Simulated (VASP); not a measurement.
A run of VASP 6.6.1 is set up as follows.

INCAR

```
SYSTEM = AlNi
PREC = Accurate ; ENCUT = 600
EDIFF = 1E-6 ; ISMEAR = 0
SIGMA = 0.1 ; LREAL = .False.
LASPH = .True. ; NELM = 100
ALGO = Normal ; ISIF = 3
LWAVE = .False. ; LCHARG = .False.
GGA = PE ; IBRION = 2
NSW = 100 ; EDIFFG = -0.005
```

KPOINTS

```
Automatic mesh
0
Gamma
  14 14 14
  0 0 0
```

Contents of POSCAR:

```
AlNi
1.0
    2.8597112900      0.0000000000      0.0000000000
    0.0000000000      2.8597112900      0.0000000000
    0.0000000000      0.0000000000      2.8597112900
Al Ni
1 1
Direct
    0.5000000000      0.5000000000      0.5000000000
    0.0000000000      0.0000000000      0.0000000000
```

Potentials or basis: VASP PAW PBE potentials, release 64 (Al, Ni).

Run with:

```sh
$ cat potpaw_PBE.64/Al/POTCAR potpaw_PBE.64/Ni/POTCAR > POTCAR
$ mpirun -np 1 vasp_std > vasp.out
```

(1) Estimate the relaxed cell.

(2) Predict the space group after relaxing (to 0.05 Å).

Results:

(1) a = 2.893 Å, b = 2.893 Å, c = 2.893 Å, α = 90.00°, β = 90.00°, γ = 90.00°.

(2) Pm-3m (No. 221).
